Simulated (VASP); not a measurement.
Crystal: MgBe2Te3.

```
Mg Be Te
1.0
     8.03406    0.00000    0.00000
    -4.01703    6.95770    0.00000
     0.00000    0.00000    3.21002
Mg Be Te
1 2 3
Cartesian
  0.0000 0.0000 1.6050
  0.0000 4.6385 0.0000
  4.0170 2.3192 0.0000
  4.0170 0.0000 0.0000
  -2.0085 3.4789 0.0000
  2.0085 3.4789 0.0000
```

| Quantity | Value |
| --- | --- |
| Program | VASP 6.6.1 |
| Task | relaxation of cell and atoms |
| Functional | PBE |
| Potentials or basis | VASP PAW PBE potentials, release 64 (Mg, Be, Te) |
| Cutoff | 600 eV |
| k mesh | 3 × 3 × 6 |
| Occupations | gaussian, width 0.1 eV |
| Spin | no spin polarisation |

At the start: pressure 0.6 GPa; volume 29.91 Å³/atom.

Question: How do energy, volume and symmetry change on relaxing?

Answer: Over 3 steps the energy falls by 5.3 meV/atom and the volume is 30.65 Å³/atom (+2.5 %); space group P6/mmm (No. 191, to 0.05 Å).

The path:
| step | energy change (eV) | largest force (eV/Å) | pressure (GPa) | volume (Å³) |
| --- | --- | --- | --- | --- |
| 1 | 0.0000 | 0.0000 | 0.63 | 179.44 |
| 2 | -0.0284 | 0.0000 | 0.10 | 182.48 |
| 3 | -0.0321 | 0.0000 | -0.11 | 183.88 |

Final structure:
```yaml
crystal:
  lattice:
    - [8.02179, 0.00000, 0.00000]
    - [-4.01089, 6.94707, 0.00000]
    - [0.00000, 0.00000, 3.29962]
  atoms:
    - { symbol: Mg, position: [0.00000, 0.00000, 0.50000] }
    - { symbol: Be, position: [0.33333, 0.66667, 0.00000] }
    - { symbol: Be, position: [0.66667, 0.33333, 0.00000] }
    - { symbol: Te, position: [0.50000, 0.00000, 0.00000] }
    - { symbol: Te, position: [0.00000, 0.50000, 0.00000] }
    - { symbol: Te, position: [0.50000, 0.50000, 0.00000] }
```
